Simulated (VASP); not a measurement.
## CsI: single point with r2SCAN

CsI:

```
Cs I
1.0
     4.56670    0.00000    0.00000
     0.00000    4.56670    0.00000
     0.00000    0.00000    4.63520
Cs I
1 1
Direct
  0.00000 0.00000 0.00000
  0.50000 0.50000 0.50000
```

This cell differs from its parent crystal: strain +0.0150 x Voigt [0, 0, 1, 0, 0, 0].

* Program: VASP 6.6.1
* Task: single point
* Functional: r2SCAN
* Potentials or basis: VASP PAW PBE potentials, release 64 (Cs_sv, I)
* Cutoff: 550 eV
* k mesh: 6 × 6 × 6
* Occupations: gaussian, width 0.05 eV
* Spin: no spin polarisation
* Dipole correction: no
* Further INCAR settings: ALGO = Normal; EDIFF = 1e-06; NBANDS = 15

| Property | Result |
| --- | --- |
| Pressure | 0.2 GPa |
| Band gap on the k mesh | 4.50 eV (least direct gap 4.59 eV) |

Stress tensor (GPa, compression positive):
```
0.30 0.00 0.00
0.00 0.30 0.00
0.00 0.00 0.03
```

Levels at points of the mesh, in eV from the valence-band top:
| k point | band 4 | band 5 | band 6 | band 7 | band 8 | band 9 | band 10 | band 11 | band 12 | band 13 |
| --- | --- | --- | --- | --- | --- | --- | --- | --- | --- | --- |
| (0.00, 0.00, 0.00) | -7.33 | -7.33 | -0.16 | -0.09 | -0.09 | 4.50 | 4.61 | 4.63 | 8.31 | 8.31 |
| (0.50, 0.00, 0.00) | -7.28 | -7.27 | -1.54 | -0.30 | -0.22 | 5.65 | 7.06 | 7.29 | 7.34 | 8.46 |
| (0.50, 0.50, 0.00) | -7.69 | -7.24 | -0.89 | -0.89 | -0.06 | 4.75 | 5.41 | 6.56 | 6.56 | 10.20 |
| (0.00, 0.00, 0.50) | -7.27 | -7.27 | -1.53 | -0.23 | -0.23 | 5.62 | 7.04 | 7.19 | 7.35 | 8.56 |
| (0.50, 0.00, 0.50) | -7.66 | -7.23 | -0.90 | -0.87 | 0.00 | 4.73 | 5.52 | 6.67 | 6.71 | 10.00 |
| (0.50, 0.50, 0.50) | -7.59 | -7.55 | -1.31 | -1.31 | -1.29 | 7.62 | 7.70 | 7.70 | 8.36 | 8.47 |

Wall time 76 s on 1 thread of Intel(R) Xeon(R) 6975P-C (Granite Rapids), on a shared host, peak memory 0.25 GiB.

Caveat: the cell differs from its parent crystal (strain +0.0150 x Voigt [0, 0, 1, 0, 0, 0]); the PAW data sets were made with another functional, which shifts forces and pressure a little; spin-orbit coupling is left out, which moves the levels of the heavy elements. A k mesh can miss the band edges.
